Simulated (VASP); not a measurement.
Wanted: the native input for a VASP 6.6.1 run.

| Item | Value |
| --- | --- |
| Task | single point |
| Functional | PBEsol |
| Potentials or basis | VASP PAW PBE potentials, release 64 (C, H, O) |
| Cutoff | 520 eV |
| k mesh | 1 × 1 × 1 |
| Occupations | fermi-dirac, width 0.05 eV |
| Spin | no spin polarisation |
| Dipole correction | no |
| Further INCAR settings | LREAL = Auto; ALGO = Normal; EDIFF = 1e-06; NBANDS = 76 |

The structure of H12C5O3 lies in POSCAR:

```
H12C5O3
1.0
    8.1932130000      0.0000000000      0.0000000000
    0.0000000000      8.1932130000      0.0000000000
    0.0000000000      0.0000000000      8.1932130000
C H O
10 24 6
Direct
    0.8804482442      1.0615249475      0.8404029042
    0.9026861623      0.8811805576      0.8131364338
    0.3910309667      1.0285220218      0.8708061172
    0.4627610682      0.8888210278      0.7654384184
    0.8573925760      0.4456981651      0.3273319026
    0.3730648770      0.3775686046      0.0474905266
    0.5506752967      0.2277738904      0.5294382070
    0.0746715605      0.8156995308      0.3182390108
    0.5020863000      0.7764719409      0.1999703901
    0.8647523261      0.4829485087      0.8698419045
    0.8818518449      1.1191458101      0.7234280373
    0.7584082093      1.0945522837      0.8845247890
    0.9688384764      1.0987874964      0.9380324910
    0.8707450911      0.8227053294      0.9378494127
    0.8245239078      0.8377787810      0.7013976080
    1.0230174658      0.8481776319      0.7834533290
    0.3330317422      1.1302769744      0.7991370418
    0.3100493054      0.9622842711      0.9465395322
    0.4854749901      1.0768058880      0.9454166516
    0.5761475992      0.8285150160      0.8191414040
    0.3827924405      0.7815737245      0.7385747203
    0.4980829865      0.9394971179      0.6388580402
    0.8493371282      0.3331171788      0.2481322041
    0.9621866293      0.4658367847      0.4050303587
    0.4648847772      0.2905697679      0.1047086168
    0.4281226425      0.4930910499     -0.0207000599
    0.4215318215      0.2171065246      0.5809076366
    0.6322061931      0.3202894884      0.5769165284
    0.1517475501      0.9171371475      0.2587263385
   -0.0047600374      0.7460809331      0.2240024762
    0.6170717153      0.7204133470      0.1463528411
    0.4980219604      0.9002329123      0.2698330923
    0.9666293309      0.4199939633      0.7995031986
    0.8982922817      0.5929908084      0.9442693605
    0.7396487800      0.5336856249      0.3317746042
    0.2248202262      0.3595048731      0.0534222655
    0.5679334835      0.1479273150      0.4108034296
    0.0781500493      0.7819154708      0.4654706279
    0.3735652912      0.7037898319      0.1790140205
    0.7257348247      0.4360194224      0.8557082551
```

These files were run (other wordings do the same):

INCAR

```
SYSTEM = H12C5O3
PREC = Accurate ; ENCUT = 520
EDIFF = 1E-6 ; ISMEAR = -1
SIGMA = 0.05 ; LREAL = Auto
LASPH = .TRUE. ; NELM = 100
ALGO = Normal ; ISIF = 2
LWAVE = .FALSE. ; LCHARG = .FALSE.
GGA = PS ; NBANDS = 76
```

KPOINTS

```
Automatic mesh
0
G
  1 1 1
  0 0 0
```

Potentials or basis: VASP PAW PBE potentials, release 64 (C, H, O).

Run with:

```console
$ cat potpaw_PBE.64/C/POTCAR potpaw_PBE.64/H/POTCAR potpaw_PBE.64/O/POTCAR > POTCAR
$ mpirun -np 1 vasp_gam > vasp.out
```

It gave:

| Item | Value |
| --- | --- |
| Pressure | -0.4 GPa |
| Largest force | 3.933 eV/Å |
| Band gap on the k mesh | 2.73 eV |

Caveat: the k points lie up to 0.77 Å⁻¹ apart; the PAW data sets were made with another functional, which shifts forces and pressure a little.

It took 41 s on 1 thread of Intel(R) Xeon(R) 6975P-C (Granite Rapids), on a shared host, peak memory 0.52 GiB.
